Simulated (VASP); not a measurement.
Here is a VASP 6.6.1 calculation.

INCAR

```
ALGO     = Fast           # electronic algorithm
EDIFF    = 1E-6           # SCF threshold, eV
EDIFFG   = -0.008         # ionic threshold
ENCUT    = 520            # plane-wave cutoff, eV
GGA      = PS             # functional
IBRION   = 2              # ionic algorithm
ISIF     = 2              # what is computed and relaxed
ISMEAR   = 0              # smearing method
LASPH    = T              # aspherical terms in the spheres
LCHARG   = F              # write CHGCAR
LREAL    = F              # projectors in reciprocal space
LWAVE    = F              # write WAVECAR
NELM     = 100            # most SCF steps
NSW      = 60             # ionic steps
PREC     = Accurate       # precision mode
SIGMA    = 0.1            # smearing width, eV
```

The input KPOINTS:

```
k-points
0
Gamma
  12 12 4
```

POSCAR

```
Al2Ru
1.0
    3.0589306079      0.0000000000      0.0000000000
    0.0000000000      3.0589306079      0.0000000000
    0.0000000000      0.0000000000      8.2546420683
Al Ru
4 2
Direct
    0.5000000000      0.5000000000      0.1596654413
    0.0000000000      0.0000000000      0.3403345587
    0.0000000000      0.0000000000      0.6596654413
    0.5000000000      0.5000000000      0.8403345587
    0.0000000000      0.0000000000      0.0000000000
    0.5000000000      0.5000000000      0.5000000000
```

Potentials or basis: VASP PAW PBE potentials, release 64 (Al, Ru_pv).

Launch:

```sh
$ cat potpaw_PBE.64/Al/POTCAR potpaw_PBE.64/Ru_pv/POTCAR > POTCAR
$ mpirun -np 1 vasp_std > vasp.out
```

**Question.** Estimate the energy gained by relaxing.

**Answer.** 0.2 meV/atom.

**Question.** Predict the band gap on the k mesh.

**Answer.** Zero (bands 20 and 21 overlap by 0.14 eV).

Final structure:
```
Al Ru
1.0
     3.05893    0.00000    0.00000
     0.00000    3.05893    0.00000
     0.00000    0.00000    8.25464
Al Ru
4 2
Direct
  0.50000 0.50000 0.16022
  0.00000 0.00000 0.33978
  0.00000 0.00000 0.66022
  0.50000 0.50000 0.83978
  0.00000 0.00000 0.00000
  0.50000 0.50000 0.50000
```

Caveat: the cell differs from its parent crystal (equal strain along all axes, cell held: -2.0 %).
